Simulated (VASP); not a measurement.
# CoSi (P2_13) in VASP: a series of runs

The runs below take CoSi through single point, relaxation of cell and atoms, with LDA.

Program: VASP 6.6.1. These are calculated values, not measurements. Logs are shortened: lines on timing, memory, paths and dates and some standing lists are left out, and cuts for length are marked.

**1. The cell of the first run**

It takes space group P2_13 (No. 198, cubic). The conventional cell has a = 4.350 Å, b = 4.350 Å, c = 4.350 Å, α = 90.00°, β = 90.00°, γ = 90.00°. Co (site symmetry 3) has 7 Si at 2.28 to 2.38 Å and 6 Co at 2.68 Å within 3.0 Å. Si (site symmetry 3) has 7 Co at 2.28 to 2.38 Å and 6 Si at 2.69 Å within 3.0 Å.

**2. Single point, LDA**

File INCAR:

```
  PREC = Accurate
  ENCUT = 520
  EDIFF = 1E-6
  ISMEAR = 0
  SIGMA = 0.1
  LREAL = False
  LASPH = True
  NELM = 80
  ALGO = Normal
  ISIF = 2
  LWAVE = False
  LCHARG = False
  NBANDS = 36
```

File KPOINTS:

```
regular mesh
0
Gamma
  8 8 8
```

File POSCAR:

```
CoSi
1.0
    4.3503180116      0.0000000000      0.0000000000
    0.0000000000      4.3503180116      0.0000000000
    0.0000000000      0.0000000000      4.3503180116
Co Si
4 4
Direct
    0.1456880631      0.1456880631      0.1456880631
    0.3543119369      0.8543119369      0.6456880631
    0.6456880631      0.3543119369      0.8543119369
    0.8543119369      0.6456880631      0.3543119369
    0.8430817314      0.8430817314      0.8430817314
    0.6569182686      0.1569182686      0.3430817314
    0.3430817314      0.6569182686      0.1569182686
    0.1569182686      0.3430817314      0.6569182686
```

Potentials or basis: VASP PAW LDA potentials, release 64 (Co, Si).

Launch:

```console
$ cat potpaw_LDA.64/Co/POTCAR potpaw_LDA.64/Si/POTCAR > POTCAR
$ mpirun -np 1 vasp_std > vasp.out
```

OUTCAR:

```text
PREC = Accurate
   ENCUT = 520
   EDIFF = 1E-6
   ISMEAR = 0
   LREAL = False
   LASPH = True
   NELM = 80
   ISIF = 2

 ion  position               nearest neighbor table
   1  0.146  0.146  0.146-   5 2.28   6 2.29   7 2.29   8 2.29   7 2.38   8 2.38   6 2.38   3 2.68
                             4 2.68   2 2.68   2 2.68   4 2.68   3 2.68
   2  0.354  0.854  0.646-   6 2.28   5 2.29   7 2.29   8 2.29   7 2.38   8 2.38   5 2.38   1 2.68
                             1 2.68   3 2.68   3 2.68   4 2.68   4 2.68
   3  0.646  0.354  0.854-   7 2.28   6 2.29   5 2.29   8 2.29   8 2.38   6 2.38   5 2.38   1 2.68
                             4 2.68   2 2.68   2 2.68   4 2.68   1 2.68
   4  0.854  0.646  0.354-   8 2.28   6 2.29   7 2.29   5 2.29   6 2.38   5 2.38   7 2.38   1 2.68
                             3 2.68   2 2.68   1 2.68   2 2.68   3 2.68
   5  0.843  0.843  0.843-   1 2.28   2 2.29   3 2.29   4 2.29   3 2.38   4 2.38   2 2.38   6 2.69
                             7 2.69   8 2.69   6 2.69   8 2.69   7 2.69
   6  0.657  0.157  0.343-   2 2.28   1 2.29   3 2.29   4 2.29   3 2.38   4 2.38   1 2.38   8 2.69
                             5 2.69   5 2.69   7 2.69   7 2.69   8 2.69
   7  0.343  0.657  0.157-   3 2.28   2 2.29   1 2.29   4 2.29   4 2.38   2 2.38   1 2.38   8 2.69
                             5 2.69   8 2.69   6 2.69   6 2.69   5 2.69
   8  0.157  0.343  0.657-   4 2.28   2 2.29   3 2.29   1 2.29   2 2.38   1 2.38   3 2.38   7 2.69
                             5 2.69   7 2.69   5 2.69   6 2.69   6 2.69

  LATTYP: Found a simple cubic cell.
 ALAT       =     4.3503180116

  Lattice vectors:

 A1 = (   4.3503180116,   0.0000000000,   0.0000000000)
 A2 = (   0.0000000000,   4.3503180116,   0.0000000000)
 A3 = (   0.0000000000,   0.0000000000,   4.3503180116)

Analysis of symmetry for initial positions (statically):
=====================================================================
 Subroutine PRICEL returns:
 Original cell was already a primitive cell.

 Routine SETGRP: Setting up the symmetry group for a
 simple cubic supercell.

 Subroutine GETGRP returns: Found 12 space group operations
 (whereof  3 operations were pure point group operations)
 out of a pool of 48 trial point group operations.

The static configuration has the point symmetry C_3 .
 The point group associated with its full space group is T   .

Analysis of symmetry for dynamics (positions and initial velocities):
=====================================================================
 Subroutine PRICEL returns:
 Original cell was already a primitive cell.

 Routine SETGRP: Setting up the symmetry group for a
 simple cubic supercell.

 Subroutine GETGRP returns: Found 12 space group operations
 (whereof  3 operations were pure point group operations)
 out of a pool of 48 trial point group operations.

The dynamic configuration has the point symmetry C_3 .
 The point group associated with its full space group is T   .

 Subroutine INISYM returns: Found 12 space group operations
 (whereof  3 operations are pure point group operations),
 and found     1 'primitive' translations

----------------------------------------------------------------------------------------

                                     Primitive cell

  volume of cell :      82.3309

  direct lattice vectors                    reciprocal lattice vectors
     4.350318012  0.000000000  0.000000000     0.229868253  0.000000000  0.000000000
     0.000000000  4.350318012  0.000000000     0.000000000  0.229868253  0.000000000
     0.000000000  0.000000000  4.350318012     0.000000000  0.000000000  0.229868253

  length of vectors
     4.350318012  4.350318012  4.350318012     0.229868253  0.229868253  0.229868253

  position of ions in fractional coordinates (direct lattice)
     0.145688063  0.145688063  0.145688063
     0.354311937  0.854311937  0.645688063
     0.645688063  0.354311937  0.854311937
     0.854311937  0.645688063  0.354311937
     0.843081731  0.843081731  0.843081731
     0.656918269  0.156918269  0.343081731
     0.343081731  0.656918269  0.156918269
     0.156918269  0.343081731  0.656918269

  ion indices of the primitive-cell ions
   primitive index   ion index
                 1           1
                 2           2
                 3           3
                 4           4
                 5           5
                 6           6
                 7           7
                 8           8

----------------------------------------------------------------------------------------

 KPOINTS: regular mesh

Automatic generation of k-mesh.
 Grid dimensions read from file:
 generate k-points for:    8    8    8

 Generating k-lattice:

  Cartesian coordinates                     Fractional coordinates (reciprocal lattice)
     0.028733532  0.000000000  0.000000000     0.125000000  0.000000000  0.000000000
     0.000000000  0.028733532  0.000000000     0.000000000  0.125000000  0.000000000
     0.000000000  0.000000000  0.028733532     0.000000000  0.000000000  0.125000000

  Length of vectors
     0.028733532  0.028733532  0.028733532

  Shift w.r.t. Gamma in fractional coordinates (k-lattice)
     0.000000000  0.000000000  0.000000000

 Subroutine IBZKPT returns following result:
 ===========================================

 Found     45 irreducible k-points:

 Following reciprocal coordinates:
            Coordinates               Weight
  0.000000  0.000000  0.000000      1.000000
  0.125000  0.000000  0.000000      6.000000
  0.250000  0.000000  0.000000      6.000000
  0.375000  0.000000  0.000000      6.000000
  0.500000  0.000000  0.000000      3.000000
  0.125000  0.125000  0.000000     12.000000
[... 16 lines left out ...]
  0.250000  0.125000  0.125000     24.000000
  0.375000  0.125000  0.125000     24.000000
 [... further k-points ...]
   k-points           NKPTS =     45   k-points in BZ     NKDIM =     45   number of bands    NBANDS=     36
   number of dos      NEDOS =    301   number of ions     NIONS =      8
   total plane-waves  NPLWV =  32768
   dimension x,y,z NGX =    32 NGY =   32 NGZ =   32
   dimension x,y,z NGXF=    64 NGYF=   64 NGZF=   64
   ions per type =               4   4
   NGX,Y,Z   is equivalent  to a cutoff of  12.23, 12.23, 12.23 a.u.
   NGXF,Y,Z  is equivalent  to a cutoff of  24.46, 24.46, 24.46 a.u.
 SYSTEM =  unknown system
   PREC   = accura    normal or accurate (medium, high low for compatibility)
   ISTART =      0    job   : 0-new  1-cont  2-samecut
   ICHARG =      2    charge: 1-file 2-atom 10-const
   ISPIN  =      1    spin polarized calculation?
   LNONCOLLINEAR =      F non collinear calculations
   LSORBIT =      F    spin-orbit coupling
   LASPH  =      T    aspherical Exc in radial PAW
   ENCUT  =  520.0 eV  38.22 Ry    6.18 a.u.   8.09  8.09  8.09*2*pi/ulx,y,z
   NELM   =     80;   NELMIN=  2; NELMDL= -5     # of ELM steps
   EDIFF  = 0.1E-05   stopping-criterion for ELM
   LREAL  =      F    real-space projection
   EDIFFG = 0.1E-04   stopping-criterion for IOM
   NSW    =      0    number of steps for IOM
   IBRION =     -1    ionic relax: 0-MD 1-quasi-New 2-CG
   NFREE  =      0    steps in history (QN), initial steepest desc. (CG)
   ISIF   =      2    stress and relaxation
   ISYM   =      2    0-nonsym 1-usesym 2-fastsym
   POTIM  = 0.5000    time-step for ionic-motion
   TEBEG  =    0.0;   TEEND  =   0.0 temperature during run
   PSTRESS=    0.0 pullay stress
   NELECT =      52.0000    total number of electrons
   NUPDOWN=      -1.0000    fix difference up-down
   EMIN   =  10.00;   EMAX   =-10.00  energy-range for DOS
   EFERMI =   0.00;   METHOD = LEGACY
   ISMEAR =     0;   SIGMA  =   0.10  broadening in eV -4-tet -1-fermi 0-gaus
   EFERMI_NEDOS =   21; number of points for ismear=-14 and -15
   IALGO  =     38    algorithm
   IMIX   =      4    mixing-type and parameters
     AMIX     =   0.40;   BMIX     =  1.00
     AMIX_MAG =   1.60;   BMIX_MAG =  1.00
  volume/ion in A,a.u.               =      10.29        69.45
  Fermi-wavevector in a.u.,A,eV,Ry     =   1.404607  2.654323 26.843231  1.972922
  Thomas-Fermi vector in A             =   2.527152
   LORBIT       =      0    0 simple, 1 ext, 2 COOP (PROOUT), +10 PAW based schemes
   GGA     = CA    functional components
   LHFCALC =     F    Hartree Fock is set to
   AEXX    =    0.0000 exact exchange contribution
   IVDW    =     0    specifies the selected vdW correction
   LEPSILON=     F    determine dielectric tensor
   LRPA    =     F    only Hartree local field effects (RPA)
 non-spin polarized calculation
 Gauss-broadening in eV      SIGMA  =   0.10
  energy-cutoff  :      520.00
  volume of cell :       82.33
 maximum number of plane-waves:      2272
   NGX = 17   NGY = 17   NGZ = 17

 number of electron      51.9999982 magnetization

 Free energy of the ion-electron system (eV)
  ---------------------------------------------------
  ext. energy  EPLUGINS =         0.00000000
  ---------------------------------------------------
  free energy    TOTEN  =       -62.64456691 eV

  energy without entropy =      -62.63844125  energy(sigma->0) =      -62.64150408

 E-fermi :  12.8486     XC(G=0): -13.3345

 val. band max:       12.8336770680   @ k =   0.0000   0.0000   0.0000
 cond. band min:      12.9801002025   @ k =   0.3750   0.3750   0.3750
 fundamental gap:      0.1464231345
 Fermi energy:        12.8486456399

 k-point     1 :       0.0000    0.0000    0.0000
  band No.  band energies     occupation
      1      -1.2206      2.00000
      2       4.4445      2.00000
      3       4.4445      2.00000
      4       4.4445      2.00000
      5       7.1358      2.00000
      6       7.1358      2.00000
[... 28 lines left out ...]
     35      16.6510      0.00000
     36      17.8852      0.00000

 k-point     2 :       0.1250    0.0000    0.0000
  band No.  band energies     occupation
      1      -1.0993      2.00000
      2       3.6404      2.00000
      3       4.5183      2.00000
      4       5.0216      2.00000
      5       6.6893      2.00000
      6       7.2074      2.00000
[... 850 lines left out ...]
 k-point    24 :       0.3750    0.1250    0.1250
  band No.  band energies     occupation
      1       0.0777      2.00000
      2       1.7826      2.00000
      3       4.4681      2.00000
      4       5.4409      2.00000
      5       6.2163      2.00000
      6       6.9794      2.00000
[... 28 lines left out ...]
     35      17.9019      0.00000
     36      18.8011      0.00000

 [... further k-points ...]

------------------------ aborting loop because EDIFF is reached ----------------------------------------

  FORCE on cell =-STRESS in cart. coord.  units (eV):
  Direction    XX          YY          ZZ          XY          YZ          ZX
  --------------------------------------------------------------------------------------
  -------------------------------------------------------------------------------------
  Total        0.2232902      0.2232902      0.2232902      0.0000000     -0.0000000      0.0000000
  in kB        4.3452741      4.3452741      4.3452741      0.0000000     -0.0000000      0.0000000
  external PRESSURE =       4.3452741 kB  Pullay stress =       0.0000000 kB

 VOLUME and BASIS-vectors are now :
 -----------------------------------------------------------------------------
  energy-cutoff  :      520.00
  volume of cell :       82.33
      direct lattice vectors                 reciprocal lattice vectors
     4.350318012  0.000000000  0.000000000     0.229868253  0.000000000  0.000000000
     0.000000000  4.350318012  0.000000000     0.000000000  0.229868253  0.000000000
     0.000000000  0.000000000  4.350318012     0.000000000  0.000000000  0.229868253

 POSITION                                       TOTAL-FORCE (eV/Angst)
 -----------------------------------------------------------------------------------
      0.63379      0.63379      0.63379         0.005073      0.005073      0.005073
      1.54137      3.71653      2.80895        -0.005073     -0.005073      0.005073
      2.80895      1.54137      3.71653         0.005073     -0.005073     -0.005073
      3.71653      2.80895      1.54137        -0.005073      0.005073     -0.005073
      3.66767      3.66767      3.66767         0.002539      0.002539      0.002539
      2.85780      0.68264      1.49251        -0.002539     -0.002539      0.002539
      1.49251      2.85780      0.68264         0.002539     -0.002539     -0.002539
      0.68264      1.49251      2.85780        -0.002539      0.002539     -0.002539
 -----------------------------------------------------------------------------------
    total drift:                               -0.000000     -0.000000      0.000000

  FREE ENERGIE OF THE ION-ELECTRON SYSTEM (eV)
  ---------------------------------------------------
  free  energy   TOTEN  =       -62.6445669077 eV

  energy  without entropy=      -62.6384412542  energy(sigma->0) =      -62.64150408
```

Wall time 66 s (1 thread of Intel Xeon Platinum 8488C (Sapphire Rapids), shared host); peak memory 0.22 GiB.

What came out:

- Free energy: -62.6446 eV
- Pressure: 0.4 GPa
- Largest force: 0.009 eV/Å
- Band gap on the k mesh: zero (bands 26 and 27 overlap by 0.24 eV)

Forces on the atoms (eV/Å):
```
Co   0.005  0.005  0.005
Co  -0.005 -0.005  0.005
Co   0.005 -0.005 -0.005
Co  -0.005  0.005 -0.005
Si   0.003  0.003  0.003
Si  -0.003 -0.003  0.003
Si   0.003 -0.003 -0.003
Si  -0.003  0.003 -0.003
```

Caveat: the run has no spin polarisation, though such a crystal can be magnetic.

(Continued in part 2 of 2.)
